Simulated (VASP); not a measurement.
# Be3Te2 (Pm-3m) in VASP: notebook

Runs on Be3Te2. Level: PBE. Tasks: single point.

Program: VASP 6.6.1. These are calculated values, not measurements. Logs are shortened: lines on timing, memory, paths and dates and some standing lists are left out, and cuts for length are marked.

## Step 1: The cell of the first run

It takes space group Pm-3m (No. 221, cubic). Conventional cell: a = 4.443 Å, b = 4.443 Å, c = 4.443 Å, α = 90.00°, β = 90.00°, γ = 90.00°. Be (site symmetry 4/mmm) has 2 Te at 2.22 Å within 2.9 Å. Te (site symmetry m-3m) has 12 Be at 3.14 Å and 8 Te at 3.85 Å within 4.1 Å. Te (site symmetry m-3m) has 6 Be at 2.22 Å within 2.9 Å.

The cell was built from a structure type or drawn by symmetry, and may not be a known phase.

## Step 2: Single point, PBE

INCAR

```
SYSTEM = Be3Te2
ALGO     = Fast           ! electronic algorithm
EDIFF    = 1E-6           ! SCF threshold, eV
ENCUT    = 520            ! plane-wave cutoff, eV
GGA      = PE             ! functional
ISIF     = 2              ! what is computed and relaxed
ISMEAR   = 0              ! smearing method
LASPH    = .TRUE.         ! aspherical terms in the spheres
LCHARG   = .TRUE.         ! write CHGCAR
LELF     = .TRUE.         ! ELF
LREAL    = .FALSE.        ! projectors in reciprocal space
LVHAR    = .TRUE.       
LWAVE    = .FALSE.        ! write WAVECAR
NBANDS   = 17             ! bands
NELM     = 80             ! most SCF steps
PREC     = Accurate       ! precision mode
SIGMA    = 0.1            ! smearing width, eV
```

KPOINTS

```
k-points
0
G
  4 4 4
  0 0 0
```

POSCAR

```
Be3Te2
1.0
    4.4428092500      0.0000000000      0.0000000000
    0.0000000000      4.4428092500      0.0000000000
    0.0000000000      0.0000000000      4.4428092500
Be Te
3 2
Direct
    0.0000000000      0.5000000000      0.5000000000
    0.5000000000      0.0000000000      0.5000000000
    0.5000000000      0.5000000000      0.0000000000
    0.0000000000      0.0000000000      0.0000000000
    0.5000000000      0.5000000000      0.5000000000
```

Potentials or basis: VASP PAW PBE potentials, release 64 (Be, Te).

Command:

```console
cat potpaw_PBE.64/Be/POTCAR potpaw_PBE.64/Te/POTCAR > POTCAR
mpirun -np 1 vasp_std > vasp.out
```

OUTCAR:

```text
SYSTEM = Be3Te2
   EDIFF = 1E-6
   ENCUT = 520
   GGA = PE
   ISIF = 2
   ISMEAR = 0
   LASPH = .TRUE.
   LREAL = .FALSE.
   NELM = 80
   PREC = Accurate

 ion  position               nearest neighbor table
   1  0.000  0.500  0.500-   5 2.22   5 2.22
   2  0.500  0.000  0.500-   5 2.22   5 2.22
   3  0.500  0.500  0.000-   5 2.22   5 2.22
   4  0.000  0.000  0.000-
   5  0.500  0.500  0.500-   1 2.22   2 2.22   3 2.22   3 2.22   2 2.22   1 2.22

  LATTYP: Found a simple cubic cell.
 ALAT       =     4.4428092500

  Lattice vectors:

 A1 = (   4.4428092500,   0.0000000000,   0.0000000000)
 A2 = (   0.0000000000,   4.4428092500,   0.0000000000)
 A3 = (   0.0000000000,   0.0000000000,   4.4428092500)

Analysis of symmetry for initial positions (statically):
=====================================================================
 Subroutine PRICEL returns:
 Original cell was already a primitive cell.

 Routine SETGRP: Setting up the symmetry group for a
 simple cubic supercell.

 Subroutine GETGRP returns: Found 48 space group operations
 (whereof 48 operations were pure point group operations)
 out of a pool of 48 trial point group operations.

The static configuration has the point symmetry O_h .

Analysis of symmetry for dynamics (positions and initial velocities):
=====================================================================
 Subroutine PRICEL returns:
 Original cell was already a primitive cell.

 Routine SETGRP: Setting up the symmetry group for a
 simple cubic supercell.

 Subroutine GETGRP returns: Found 48 space group operations
 (whereof 48 operations were pure point group operations)
 out of a pool of 48 trial point group operations.

The dynamic configuration has the point symmetry O_h .

 Subroutine INISYM returns: Found 48 space group operations
 (whereof 48 operations are pure point group operations),
 and found     1 'primitive' translations

----------------------------------------------------------------------------------------

                                     Primitive cell

  volume of cell :      87.6946

  direct lattice vectors                    reciprocal lattice vectors
     4.442809250  0.000000000  0.000000000     0.225082812  0.000000000  0.000000000
     0.000000000  4.442809250  0.000000000     0.000000000  0.225082812  0.000000000
     0.000000000  0.000000000  4.442809250     0.000000000  0.000000000  0.225082812

  length of vectors
     4.442809250  4.442809250  4.442809250     0.225082812  0.225082812  0.225082812

  position of ions in fractional coordinates (direct lattice)
     0.000000000  0.500000000  0.500000000
     0.500000000  0.000000000  0.500000000
     0.500000000  0.500000000  0.000000000
     0.000000000  0.000000000  0.000000000
     0.500000000  0.500000000  0.500000000

  ion indices of the primitive-cell ions
   primitive index   ion index
                 1           1
                 2           2
                 3           3
                 4           4
                 5           5

----------------------------------------------------------------------------------------

 KPOINTS: k-points

Automatic generation of k-mesh.
 Grid dimensions read from file:
 generate k-points for:    4    4    4

 Generating k-lattice:

  Cartesian coordinates                     Fractional coordinates (reciprocal lattice)
     0.056270703  0.000000000  0.000000000     0.250000000  0.000000000  0.000000000
     0.000000000  0.056270703  0.000000000     0.000000000  0.250000000  0.000000000
     0.000000000  0.000000000  0.056270703     0.000000000  0.000000000  0.250000000

  Length of vectors
     0.056270703  0.056270703  0.056270703

  Shift w.r.t. Gamma in fractional coordinates (k-lattice)
     0.000000000  0.000000000  0.000000000

 Subroutine IBZKPT returns following result:
 ===========================================

 Found     10 irreducible k-points:

 Following reciprocal coordinates:
            Coordinates               Weight
  0.000000  0.000000  0.000000      1.000000
  0.250000  0.000000  0.000000      6.000000
  0.500000  0.000000  0.000000      3.000000
  0.250000  0.250000  0.000000     12.000000
  0.500000  0.250000  0.000000     12.000000
  0.500000  0.500000  0.000000      3.000000
  0.250000  0.250000  0.250000      8.000000
  0.500000  0.250000  0.250000     12.000000
  0.500000  0.500000  0.250000      6.000000
  0.500000  0.500000  0.500000      1.000000
   k-points           NKPTS =     10   k-points in BZ     NKDIM =     10   number of bands    NBANDS=     17
   number of dos      NEDOS =    301   number of ions     NIONS =      5
   total plane-waves  NPLWV =  46656
   dimension x,y,z NGX =    36 NGY =   36 NGZ =   36
   dimension x,y,z NGXF=    72 NGYF=   72 NGZF=   72
   ions per type =               3   2
   NGX,Y,Z   is equivalent  to a cutoff of  13.47, 13.47, 13.47 a.u.
   NGXF,Y,Z  is equivalent  to a cutoff of  26.94, 26.94, 26.94 a.u.
 SYSTEM =  Be3Te2
   PREC   = accura    normal or accurate (medium, high low for compatibility)
   ISTART =      0    job   : 0-new  1-cont  2-samecut
   ICHARG =      2    charge: 1-file 2-atom 10-const
   ISPIN  =      1    spin polarized calculation?
   LNONCOLLINEAR =      F non collinear calculations
   LSORBIT =      F    spin-orbit coupling
   LASPH  =      T    aspherical Exc in radial PAW
   ENCUT  =  520.0 eV  38.22 Ry    6.18 a.u.   8.26  8.26  8.26*2*pi/ulx,y,z
   NELM   =     80;   NELMIN=  2; NELMDL= -5     # of ELM steps
   EDIFF  = 0.1E-05   stopping-criterion for ELM
   LREAL  =      F    real-space projection
   EDIFFG = 0.1E-04   stopping-criterion for IOM
   NSW    =      0    number of steps for IOM
   IBRION =     -1    ionic relax: 0-MD 1-quasi-New 2-CG
   NFREE  =      0    steps in history (QN), initial steepest desc. (CG)
   ISIF   =      2    stress and relaxation
   ISYM   =      2    0-nonsym 1-usesym 2-fastsym
   POTIM  = 0.5000    time-step for ionic-motion
   TEBEG  =    0.0;   TEEND  =   0.0 temperature during run
   PSTRESS=    0.0 pullay stress
   NELECT =      18.0000    total number of electrons
   NUPDOWN=      -1.0000    fix difference up-down
   EMIN   =  10.00;   EMAX   =-10.00  energy-range for DOS
   EFERMI =   0.00;   METHOD = LEGACY
   ISMEAR =     0;   SIGMA  =   0.10  broadening in eV -4-tet -1-fermi 0-gaus
   EFERMI_NEDOS =   21; number of points for ismear=-14 and -15
   IALGO  =     68    algorithm
   IMIX   =      4    mixing-type and parameters
     AMIX     =   0.40;   BMIX     =  1.00
     AMIX_MAG =   1.60;   BMIX_MAG =  1.00
  volume/ion in A,a.u.               =      17.54       118.36
  Fermi-wavevector in a.u.,A,eV,Ry     =   0.965698  1.824905 12.688421  0.932573
  Thomas-Fermi vector in A             =   2.095437
   LORBIT       =      0    0 simple, 1 ext, 2 COOP (PROOUT), +10 PAW based schemes
   GGA     = PE    functional components
   LHFCALC =     F    Hartree Fock is set to
   AEXX    =    0.0000 exact exchange contribution
   IVDW    =     0    specifies the selected vdW correction
   LEPSILON=     F    determine dielectric tensor
   LRPA    =     F    only Hartree local field effects (RPA)
 non-spin polarized calculation
 RMM-DIIS sequential band-by-band and
 Gauss-broadening in eV      SIGMA  =   0.10
  energy-cutoff  :      520.00
  volume of cell :       87.69
 maximum number of plane-waves:      2383
 NGX is ok and might be reduce to    36
   NGX = 17   NGY = 17   NGZ = 17

 number of electron      17.9999997 magnetization

 Free energy of the ion-electron system (eV)
  ---------------------------------------------------
  ext. energy  EPLUGINS =         0.00000000
  ---------------------------------------------------
  free energy    TOTEN  =       -11.59206858 eV

  energy without entropy =      -11.56220922  energy(sigma->0) =      -11.57713890

 E-fermi :   8.0676     XC(G=0):  -9.8675

 val. band max:        8.0568085416   @ k =   0.5000   0.0000   0.0000
 cond. band min:       8.0787436267   @ k =   0.5000   0.2500   0.2500
 fundamental gap:      0.0219350851
 Fermi energy:         8.0676384371

 k-point     1 :       0.0000    0.0000    0.0000
  band No.  band energies     occupation
      1      -7.1400      2.00000
      2      -3.3374      2.00000
      3       0.9474      2.00000
      4       0.9474      2.00000
      5       0.9474      2.00000
      6       6.0185      2.00000
[... 9 lines left out ...]
     16      12.7163      0.00000
     17      12.7196      0.00000

 k-point     2 :       0.2500    0.0000    0.0000
  band No.  band energies     occupation
      1      -6.9486      2.00000
      2      -3.7546      2.00000
      3       1.0073      2.00000
      4       1.2015      2.00000
      5       1.2015      2.00000
      6       4.4717      2.00000
[... 9 lines left out ...]
     16      12.1656      0.00000
     17      12.8155      0.00000

 k-point     3 :       0.5000    0.0000    0.0000
  band No.  band energies     occupation
      1      -6.7060      2.00000
      2      -4.2162      2.00000
      3       1.2681      2.00000
      4       1.5264      2.00000
      5       1.5264      2.00000
      6       3.4055      2.00000
[... 9 lines left out ...]
     16      11.5014      0.00000
     17      12.6756      0.00000

 k-point     4 :       0.2500    0.2500    0.0000
  band No.  band energies     occupation
      1      -6.8005      2.00000
      2      -3.8336      2.00000
      3       0.2467      2.00000
      4       1.3350      2.00000
      5       1.4212      2.00000
      6       4.1260      2.00000
[... 9 lines left out ...]
     16      12.1599      0.00000
     17      13.3433      0.00000
[... 63 lines left out ...]
      1      -6.5618      2.00000
      2      -3.7655      2.00000
      3       0.3996      2.00000
      4       0.4508      2.00000
      5       1.0731      2.00000
      6       3.4067      2.00000
[... 9 lines left out ...]
     16      12.4763      0.00000
     17      13.6512      0.00000

 k-point     9 :       0.5000    0.5000    0.2500
  band No.  band energies     occupation
      1      -6.4930      2.00000
      2      -3.5067      2.00000
      3       0.0917      2.00000
      4       0.0917      2.00000
      5       1.2127      2.00000
      6       3.6330      2.00000
[... 9 lines left out ...]
     16      13.3355      0.00000
     17      13.3404      0.00000

 k-point    10 :       0.5000    0.5000    0.5000
  band No.  band energies     occupation
      1      -6.4415      2.00000
      2      -3.3181      2.00000
      3       0.7136      2.00000
      4       0.7136      2.00000
      5       0.7136      2.00000
      6       2.5934      2.00000
[... 9 lines left out ...]
     16      13.3155      0.00000
     17      13.4878      0.00000

------------------------ aborting loop because EDIFF is reached ----------------------------------------

  FORCE on cell =-STRESS in cart. coord.  units (eV):
  Direction    XX          YY          ZZ          XY          YZ          ZX
  --------------------------------------------------------------------------------------
  -------------------------------------------------------------------------------------
  Total        8.3148087      8.3148087      8.3148087      0.0000000      0.0000000      0.0000000
  in kB      151.9112174    151.9112174    151.9112174      0.0000000      0.0000000      0.0000000
  external PRESSURE =     151.9112174 kB  Pullay stress =       0.0000000 kB

 VOLUME and BASIS-vectors are now :
 -----------------------------------------------------------------------------
  energy-cutoff  :      520.00
  volume of cell :       87.69
      direct lattice vectors                 reciprocal lattice vectors
     4.442809250  0.000000000  0.000000000     0.225082812  0.000000000  0.000000000
     0.000000000  4.442809250  0.000000000     0.000000000  0.225082812  0.000000000
     0.000000000  0.000000000  4.442809250     0.000000000  0.000000000  0.225082812

 POSITION                                       TOTAL-FORCE (eV/Angst)
 -----------------------------------------------------------------------------------
      0.00000      2.22140      2.22140         0.000000      0.000000      0.000000
      2.22140      0.00000      2.22140         0.000000      0.000000      0.000000
      2.22140      2.22140      0.00000         0.000000      0.000000      0.000000
      0.00000      0.00000      0.00000         0.000000      0.000000      0.000000
      2.22140      2.22140      2.22140         0.000000      0.000000      0.000000
 -----------------------------------------------------------------------------------
    total drift:                               -0.000000      0.000000      0.000000

  FREE ENERGIE OF THE ION-ELECTRON SYSTEM (eV)
  ---------------------------------------------------
  free  energy   TOTEN  =       -11.5920685811 eV

  energy  without entropy=      -11.5622092203  energy(sigma->0) =      -11.57713890
```

Run time: 20 s. Hardware: 1 thread of Intel Xeon 8259CL, shared host; peak memory 0.2 GiB.

What came out:

```yaml
Free_energy: -11.5921 eV
Pressure: 15.2 GPa
Band_gap_on_the_k_mesh: zero (bands 9 and 10 overlap by 4.36 eV)
```

Caveat: the cell stands under pressure; spin-orbit coupling is left out, which moves the levels of the heavy elements.

## Step 3: Single point, PBE

This run uses another cell than the first one, of 22.08 Å³/atom.

INCAR

```
PREC = Accurate ; ENCUT = 520
EDIFF = 1E-6 ; ISMEAR = 0
SIGMA = 0.1 ; LREAL = F
LASPH = T ; NELM = 80
ALGO = Normal ; ISIF = 2
LWAVE = F ; LCHARG = F
GGA = PE ; NBANDS = 17
```

KPOINTS

```
Automatic mesh
0
Gamma
  4 4 4
```

POSCAR: that of step 2 with these lines changed.

```diff
@@ -2,5 +2,5 @@
 1.0
-    4.4428092500      0.0000000000      0.0000000000
-    0.0000000000      4.4428092500      0.0000000000
-    0.0000000000      0.0000000000      4.4428092500
+    4.7972580509      0.0000000000      0.0000000000
+    0.0000000000      4.7972580509      0.0000000000
+    0.0000000000      0.0000000000      4.7972580509
 Be Te
```

Potentials or basis: VASP PAW PBE potentials, release 64 (Be, Te).

Command:

```console
cat potpaw_PBE.64/Be/POTCAR potpaw_PBE.64/Te/POTCAR > POTCAR
mpirun -np 1 vasp_std > vasp.out
```

OUTCAR:

```text
PREC = Accurate
   ENCUT = 520
   EDIFF = 1E-6
   ISMEAR = 0
   LREAL = F
   LASPH = T
   NELM = 80
   ISIF = 2
   GGA = PE

 ion  position               nearest neighbor table
   1  0.000  0.500  0.500-   5 2.40   5 2.40
   2  0.500  0.000  0.500-   5 2.40   5 2.40
   3  0.500  0.500  0.000-   5 2.40   5 2.40
   4  0.000  0.000  0.000-
   5  0.500  0.500  0.500-   1 2.40   2 2.40   3 2.40   3 2.40   2 2.40   1 2.40

  LATTYP: Found a simple cubic cell.
 ALAT       =     4.7972580509

  Lattice vectors:

 A1 = (   4.7972580509,   0.0000000000,   0.0000000000)
 A2 = (   0.0000000000,   4.7972580509,   0.0000000000)
 A3 = (   0.0000000000,   0.0000000000,   4.7972580509)

Analysis of symmetry for initial positions (statically):
=====================================================================
 Subroutine PRICEL returns:
 Original cell was already a primitive cell.

 Routine SETGRP: Setting up the symmetry group for a
 simple cubic supercell.

 Subroutine GETGRP returns: Found 48 space group operations
[... 158 lines left out ...]

 val. band max:        5.5857177665   @ k =   0.2500   0.2500   0.2500
 cond. band min:       5.6669524801   @ k =   0.5000   0.2500   0.2500
 fundamental gap:      0.0812347136
 Fermi energy:         5.6169490304

 k-point     1 :       0.0000    0.0000    0.0000
  band No.  band energies     occupation
      1      -8.2458      2.00000
      2      -5.3405      2.00000
      3      -0.3346      2.00000
      4      -0.3346      2.00000
      5      -0.3346      2.00000
      6       3.8306      2.00000
[... 177 lines left out ...]
      4      -0.7654      2.00000
      5      -0.7654      2.00000
      6       1.4214      2.00000
[... 9 lines left out ...]
     16       9.6729      0.00000
     17      10.5050      0.00000

------------------------ aborting loop because EDIFF is reached ----------------------------------------

  FORCE on cell =-STRESS in cart. coord.  units (eV):
  Direction    XX          YY          ZZ          XY          YZ          ZX
  --------------------------------------------------------------------------------------
  -------------------------------------------------------------------------------------
  Total        0.0675258      0.0675258      0.0675258     -0.0000000     -0.0000000      0.0000000
  in kB        0.9799443      0.9799443      0.9799443     -0.0000000     -0.0000000      0.0000000
  external PRESSURE =       0.9799443 kB  Pullay stress =       0.0000000 kB

 VOLUME and BASIS-vectors are now :
 -----------------------------------------------------------------------------
  energy-cutoff  :      520.00
  volume of cell :      110.40
      direct lattice vectors                 reciprocal lattice vectors
     4.797258051  0.000000000  0.000000000     0.208452410  0.000000000  0.000000000
     0.000000000  4.797258051  0.000000000     0.000000000  0.208452410  0.000000000
     0.000000000  0.000000000  4.797258051     0.000000000  0.000000000  0.208452410

 POSITION                                       TOTAL-FORCE (eV/Angst)
 -----------------------------------------------------------------------------------
      0.00000      2.39863      2.39863         0.000000      0.000000      0.000000
      2.39863      0.00000      2.39863         0.000000      0.000000      0.000000
      2.39863      2.39863      0.00000         0.000000      0.000000      0.000000
      0.00000      0.00000      0.00000         0.000000      0.000000      0.000000
      2.39863      2.39863      2.39863         0.000000      0.000000      0.000000
 -----------------------------------------------------------------------------------
    total drift:                               -0.000000      0.000000      0.000000

  FREE ENERGIE OF THE ION-ELECTRON SYSTEM (eV)
  ---------------------------------------------------
  free  energy   TOTEN  =       -12.5184106763 eV

  energy  without entropy=      -12.4881188922  energy(sigma->0) =      -12.50326478
```

OSZICAR:

```text
N       E                     dE             d eps       ncg     rms          rms(c)
DAV:   1     0.460277470536E+02    0.46028E+02   -0.63046E+03   340   0.835E+02
DAV:   2    -0.913764428772E+01   -0.55165E+02   -0.52028E+02   456   0.121E+02
DAV:   3    -0.124659308667E+02   -0.33283E+01   -0.32754E+01   435   0.319E+01
DAV:   4    -0.125212136708E+02   -0.55283E-01   -0.55240E-01   464   0.460E+00
DAV:   5    -0.125218015231E+02   -0.58785E-03   -0.58781E-03   462   0.443E-01    0.761E+00
DAV:   6    -0.125116206411E+02    0.10181E-01   -0.22268E-02   444   0.721E-01    0.462E+00
DAV:   7    -0.125179757235E+02   -0.63551E-02   -0.28450E-02   379   0.896E-01    0.232E-01
DAV:   8    -0.125182886842E+02   -0.31296E-03   -0.55954E-04   485   0.148E-01    0.119E-01
DAV:   9    -0.125184022039E+02   -0.11352E-03   -0.22059E-04   394   0.822E-02    0.485E-02
DAV:  10    -0.125184110544E+02   -0.88505E-05   -0.15129E-05   525   0.226E-02    0.355E-02
DAV:  11    -0.125184106763E+02    0.37815E-06   -0.58476E-06   376   0.132E-02
   1 F= -.12518411E+02 E0= -.12503265E+02  d E =-.302918E-01
```

stdout:

```text
POSCAR found type information on POSCAR BeTe
 POSCAR found :  2 types and       5 ions
 scaLAPACK will be used
 LDA part: xc-table for (Slater+PW92), standard interpolation
 POSCAR, INCAR and KPOINTS ok, starting setup
 FFT: planning ... GRIDC
 FFT: planning ... GRID_SOFT
 FFT: planning ... GRID
 WAVECAR not read
 entering main loop
```

It took 19 s on 1 thread of Intel Xeon 8259CL, shared host; peak memory 0.2 GiB.

What came out:

```yaml
Free_energy: -12.5184 eV
Pressure: 0.1 GPa
Band_gap_on_the_k_mesh: zero (bands 9 and 10 overlap by 3.93 eV)
```

Caveat: spin-orbit coupling is left out, which moves the levels of the heavy elements.
